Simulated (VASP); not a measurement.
Here is a VASP 6.6.1 calculation.

The input INCAR:

```
SYSTEM = Ti7W
PREC = Accurate
ENCUT = 600
EDIFF = 1E-6
ISMEAR = 0
SIGMA = 0.1
LREAL = .False.
LASPH = .True.
NELM = 60
ALGO = Normal
ISIF = 3
LWAVE = .False.
LCHARG = .False.
GGA = PE
IBRION = 2
NSW = 90
EDIFFG = -0.04
```

Contents of KPOINTS:

```
regular mesh
0
Gamma
  4 4 4
  0 0 0
```

File POSCAR:

```
Ti7W
1.0
    0.0000000000      4.0778041400      4.0778041400
    4.0778041400      0.0000000000      4.0778041400
    4.0778041400      4.0778041400      0.0000000000
Ti W
7 1
Direct
    0.0000000000      0.0000000000      0.0000000000
    0.2490113200      0.7509886800      0.7509886800
    0.7509886800      0.2490113200      0.2490113200
    0.7509886800      0.2490113200      0.7509886800
    0.2490113200      0.7509886800      0.2490113200
    0.7509886800      0.7509886800      0.2490113200
    0.2490113200      0.2490113200      0.7509886800
    0.5000000000      0.5000000000      0.5000000000
```

Potentials or basis: VASP PAW PBE potentials, release 64 (Ti_sv, W_sv).

Launch:

```console
$ cat potpaw_PBE.64/Ti_sv/POTCAR potpaw_PBE.64/W_sv/POTCAR > POTCAR
$ mpirun -np 1 vasp_std > vasp.out
```

**Question.** What does it give for the relaxed volume?

**Answer.** 27.30 Å³/atom.

**Question.** What does it give for the space group after relaxing (to 0.1 Å)?

**Answer.** Fm-3m (No. 225).

Forces in eV/Å, atoms in the order of the input:
```
Ti   0.000  0.000  0.000
Ti  -0.032  0.000  0.000
Ti   0.032  0.000  0.000
Ti   0.000 -0.032  0.000
Ti   0.000  0.032  0.000
Ti   0.000  0.000 -0.032
Ti   0.000  0.000  0.032
W    0.000  0.000  0.000
```

Caveat: the volume moved by over 15 % at a fixed basis, so the end points are rough.
